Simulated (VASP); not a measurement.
AlN:

```
CELL_PARAMETERS angstrom
3.13019 0.00000 0.00000
-1.56509 2.71082 0.00000
0.00000 0.00000 17.56356
ATOMIC_POSITIONS crystal
Al 0.00000 0.00000 0.00000
Al 0.33333 0.66667 0.14286
Al 0.00000 0.00000 0.28571
Al 0.33333 0.66667 0.42857
Al 0.00000 0.00000 0.57143
Al 0.66667 0.33333 0.71429
Al 0.33333 0.66667 0.85714
N 0.00000 0.00000 0.10714
N 0.33333 0.66667 0.25000
N 0.00000 0.00000 0.39286
N 0.33333 0.66667 0.53571
N 0.00000 0.00000 0.67857
N 0.66667 0.33333 0.82143
N 0.33333 0.66667 0.96429
```

```yaml
Program: VASP 6.6.1
Task: relaxation of cell and atoms
Functional: PBE
Potentials_or_basis: VASP PAW PBE potentials, release 64 (Al, N)
Cutoff: 600 eV
k_mesh: 9 × 9 × 2
Occupations: gaussian, width 0.02 eV
Spin: no spin polarisation
```

At the start: pressure -0.0 GPa; volume 10.65 Å³/atom.

Task: How do energy, volume and symmetry change on relaxing?

Result: Over 15 steps the energy falls by 2.8 meV/atom and the volume is 10.64 Å³/atom (-0.1 %); space group P3m1 (No. 156, to 0.1 Å) before and after.

The path:
```
step  energy change (eV)  largest force (eV/Å)  pressure (GPa)  volume (Å³)
   1              0.0000                0.4928           -0.03       149.03
   2             -0.0046                0.3831            0.08       148.97
   3             -0.0363                0.0613           -0.10       149.01
   4             -0.0363                0.0594           -0.10       149.01
   5             -0.0369                0.0524            0.07       148.88
   6             -0.0372                0.0684            0.27       148.72
   7             -0.0376                0.0576            0.22       148.76
   8             -0.0381                0.0463            0.06       148.88
   9             -0.0382                0.0549            0.02       148.92
  10             -0.0384                0.0342           -0.03       148.95
  11             -0.0384                0.0254           -0.09       149.00
  12             -0.0384                0.0251           -0.08       148.99
  13             -0.0385                0.0116           -0.02       148.94
  14             -0.0385                0.0105            0.02       148.91
  15             -0.0385                0.0058            0.01       148.92
```

Final structure:
```cif
data_structure
_symmetry_space_group_name_H-M 'P 1'
_symmetry_Int_Tables_number 1
_cell_length_a 3.1197
_cell_length_b 3.1197
_cell_length_c 17.6685
_cell_angle_alpha 90.000
_cell_angle_beta 90.000
_cell_angle_gamma 120.000
_cell_volume 148.92
loop_
_atom_site_label
_atom_site_type_symbol
_atom_site_fract_x
_atom_site_fract_y
_atom_site_fract_z
_atom_site_occupancy
Al1 Al 0.00000 0.00000 0.00056 1
Al2 Al 0.33333 0.66667 0.14285 1
Al3 Al 0.00000 0.00000 0.28522 1
Al4 Al 0.33333 0.66667 0.42759 1
Al5 Al 0.00000 0.00000 0.56994 1
Al6 Al 0.66667 0.33333 0.71350 1
Al7 Al 0.33333 0.66667 0.85706 1
N1 N 0.00000 0.00000 0.10833 1
N2 N 0.33333 0.66667 0.25068 1
N3 N 0.00000 0.00000 0.39304 1
N4 N 0.33333 0.66667 0.53542 1
N5 N 0.00000 0.00000 0.67837 1
N6 N 0.66667 0.33333 0.82195 1
N7 N 0.33333 0.66667 0.96548 1
```
